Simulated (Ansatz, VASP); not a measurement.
One calculation of BAs, two programs

File POSCAR:

```
BAs
1.0
    0.0000000000      2.4028725035      2.3918699019
    2.3918699019      0.0000000000      2.3918699019
    2.3918699019      2.4028725035      0.0000000000
B As
1 1
Direct
    0.0000000000      0.0000000000      0.0000000000
    0.2500000000      0.2500000000      0.2500000000
```

The input INCAR.step1:

```
SYSTEM = BAs
PREC     = Accurate       ! precision mode
ENCUT    = 520            ! plane-wave cutoff, eV
EDIFF    = 1E-5           ! SCF threshold, eV
ISMEAR   = 0              ! smearing method
SIGMA    = 0.01           ! smearing width, eV
LREAL    = .False.        ! projectors in reciprocal space
LASPH    = .True.         ! aspherical terms in the spheres
NELM     = 60             ! most SCF steps
ALGO     = Normal         ! electronic algorithm
ISIF     = 2              ! what is computed and relaxed
LWAVE    = .True.         ! write WAVECAR
LCHARG   = .False.        ! write CHGCAR
NBANDS   = 11             ! bands
GGA      = PE             ! functional
```

The input INCAR.step2:

```
SYSTEM = BAs
PREC     = Accurate       ! precision mode
ENCUT    = 520            ! plane-wave cutoff, eV
EDIFF    = 1E-7           ! SCF threshold, eV
ISMEAR   = 0              ! smearing method
SIGMA    = 0.01           ! smearing width, eV
LREAL    = .False.        ! projectors in reciprocal space
LASPH    = .True.         ! aspherical terms in the spheres
NELM     = 60             ! most SCF steps
ALGO     = Normal         ! electronic algorithm
ISIF     = 2              ! what is computed and relaxed
LWAVE    = .False.        ! write WAVECAR
LCHARG   = .False.        ! write CHGCAR
GGA      = PE             ! functional
LHFCALC  = .True.         ! exact exchange
HFSCREEN = 0.2079         ! screening, 1/A
PRECFOCK = Normal       
NBANDS   = 11             ! bands
ISTART   = 1
```

Contents of KPOINTS:

```
Automatic mesh
0
Gamma
  6 6 6
  0 0 0
```

Input for Ansatz:

```yaml
crystal:
  lattice:
    - [0.0, 2.4028725035, 2.3918699019]
    - [2.3918699019, 0.0, 2.3918699019]
    - [2.3918699019, 2.4028725035, 0.0]
  atoms:
    - { symbol: B, position: [0.0, 0.0, 0.0] }
    - { symbol: As, position: [0.25, 0.25, 0.25] }
kpoints:
  mp_grid: { grid: [6, 6, 6] }
  band_path:
    path:
      - [0.0, 0.0, 0.0]
      - [-0.5, -0.5, 0.0]
      - [-0.375, -0.375, 0.25]
      - [-0.375, 0.0, 0.375]
      - [0.0, 0.0, 0.5]
      - [-0.5, -0.25, 0.25]
      - [0.0, 0.398438, 0.398437]
    npoints: 1
hamiltonian:
  xc: hse06
scf:
  occupations: { method: fixed }
  n_extra_bands: 4
output:
  forces: true
  stress: true
  eigenvalues: true
```

Change from the starting cell: uniaxial_y strain +0.5%.

Alike in both runs: task single point; functional HSE06; k mesh 6 × 6 × 6; no spin polarisation.

|  | VASP | Ansatz |
| --- | --- | --- |
| version | VASP 6.6.1 | Ansatz 0.2.0 |
| potentials or method | VASP PAW PBE potentials, release 64 (B, As) | plane waves, PAW |
| plane-wave cutoff (eV) | 520 | 420 |
| occupations | gaussian, width 0.01 eV | fixed |
| valence electrons in the cell | 8 | 18 |

|  | VASP | Ansatz | Ansatz less VASP |
| --- | --- | --- | --- |
| gap on the k mesh at the Fermi level (eV) | 1.92 | 1.91 | -0.008 |
| pressure (GPa) | -1.8 | -1.7 | +0.12 |
| traceless stress, the component that is largest in VASP (GPa) | -0.68 | -0.68 | 0.000 |

VASP's potentials hold 8 valence electrons a cell and Ansatz's 18, so a difference there can come from the potentials and not from the codes. Ansatz's warnings: stress exchange threshold loose, stress scf threshold loose.
